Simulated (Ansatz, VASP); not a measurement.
WC in VASP and in Ansatz

The input INCAR:

```
PREC = Accurate
ENCUT = 910
EDIFF = 1E-8
ISMEAR = -1
SIGMA = 0.05
LREAL = F
LASPH = T
NELM = 120
ALGO = Normal
ISIF = 2
LWAVE = F
LCHARG = F
GGA = PS
LEFG = T
NBANDS = 16
GGA_COMPAT = F
```

KPOINTS

```
Automatic mesh
0
Gamma
  14 14 13
```

Contents of POSCAR:

```
WC
1.0
    2.9386703057      0.0000000000      0.0000000000
   -1.4693351528      2.5449631381      0.0000000000
    0.0000000000      0.0000000000      2.8662279534
W C
1 1
Direct
    0.0000000000      0.0000000000      0.0000000000
    0.6666666667      0.3333333333      0.5000000000
```

Input for Ansatz:

```yaml
crystal:
  lattice:
    - [2.9386703057, 0.0, 0.0]
    - [-1.4693351528, 2.5449631381, 0.0]
    - [0.0, 0.0, 2.8662279534]
  atoms:
    - { symbol: W, position: [0.0, 0.0, 0.0] }
    - { symbol: C, position: [0.6666666667, 0.3333333333, 0.5] }
kpoints:
  mp_grid: { grid: [14, 14, 13] }
scf:
  occupations: { method: fermi_dirac, width: 0.05 }
hamiltonian:
  xc: pbesol
  pseudopotentials: { kind: paw }
output:
  forces: true
  stress: true
  eigenvalues: true
  efg: { contact_densities: true }
```

Change from the starting cell: volume scaled by 1.04, PAW files.

Alike in both runs: task electric field gradients; functional PBEsol; k mesh 14 × 14 × 13; occupations fermi-dirac, width 0.05 eV; no spin polarisation.

```csv
,VASP,Ansatz
version,VASP 6.6.1,Ansatz 0.2.0
potentials or method,"VASP PAW PBE potentials, release 64 (W_sv, C_h)","PAW with Ansatz's default frozen-core files, scalar-relativistic"
plane-wave cutoff (eV),910,420
valence electrons in the cell,18,18
```

VASP gave:

| Item | Value |
| --- | --- |
| size of Vzz on the site where it differs most (V/Å²) | 128.0 |

Task: Estimate Ansatz's values.

Result: Size of Vzz on the site where it differs most (V/Å²): 123.3.

VASP's potentials were made for PBE, not for PBEsol.

Spin-orbit coupling is off throughout. Noted on VASP's run: the cutoff is short for stress, so the pressure is rough.
